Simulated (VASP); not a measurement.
NaH:

```xyz
4
Lattice="3.9533 0.0000 0.0000 -1.9766 3.4236 0.0000 0.0000 0.0000 4.8283" Properties=species:S:1:pos:R:3 pbc="T T T"
Na    0.0000    2.2824   -0.3018
Na    1.9766    1.1412    2.1124
H     0.0000    2.2824    2.1124
H     1.9766    1.1412    4.5265
```

Base run:

```yaml
Program: VASP 6.6.1
Functional: PBE
Potentials_or_basis: VASP PAW PBE potentials, release 64 (Na_pv, H)
Cutoff: 520 eV
k_mesh: 6 × 6 × 4
Occupations: gaussian, width 0.01 eV
Spin: no spin polarisation
```

Its results: band gap on the k mesh 3.33 eV, indirect (least direct gap 4.24 eV); pressure 0.3 GPa.

**Question.** The run is repeated on the same cell with these changes: functional from PBE to LDA; potentials or basis from VASP PAW PBE potentials, release 64 (Na_pv, H) to VASP PAW LDA potentials, release 64 (Na_pv, H). What comes out?

**Answer.** Band gap on the k mesh 2.98 eV, indirect (least direct gap 3.96 eV); pressure -1.4 GPa.

A k mesh can miss the band edges.
